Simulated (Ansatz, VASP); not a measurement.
## Two plane-wave programs on InSe

```
CELL_PARAMETERS angstrom
0.00000 -4.11055 0.00000
-5.87493 2.05527 0.00529
3.21024 0.00000 -8.54418
ATOMIC_POSITIONS crystal
In 0.11420 0.22839 0.48547
In 0.11420 0.22839 0.98547
In 0.88580 0.77161 0.01453
In 0.88580 0.77161 0.51453
Se 0.34528 0.69056 0.18126
Se 0.34528 0.69056 0.68126
Se 0.65472 0.30944 0.31874
Se 0.65472 0.30944 0.81874
```

Alike in both runs: task single point; functional PBEsol; k mesh 8 × 8 × 4; occupations gaussian, width 0.05 eV; no spin polarisation.

|  | VASP | Ansatz |
| --- | --- | --- |
| version | VASP 6.6.1 | Ansatz 0.2.0 |
| potentials or method | VASP PAW PBE potentials, release 64 (In_d, Se), cutoff 520 eV | scalar-relativistic, plane waves, PAW |
| valence electrons in the cell | 76 | 116 |

VASP gave:

* gap on the k mesh at the Fermi level (eV): 0.69
* least direct gap on the mesh (eV): 0.95
* pressure (GPa): 0.1
* rms of the force components (eV/Å): 0.010

Which values does Ansatz return?

gap on the k mesh at the Fermi level (eV): 0.70; least direct gap on the mesh (eV): 0.95; pressure (GPa): 0.0; rms of the force components (eV/Å): 0.000.

VASP's potentials were made for PBE, not for PBEsol. Atom by atom the forces differ by 0.010 eV/Å (rms over components). VASP's potentials hold 76 valence electrons a cell and Ansatz's 116, so a difference there can come from the potentials and not from the codes.
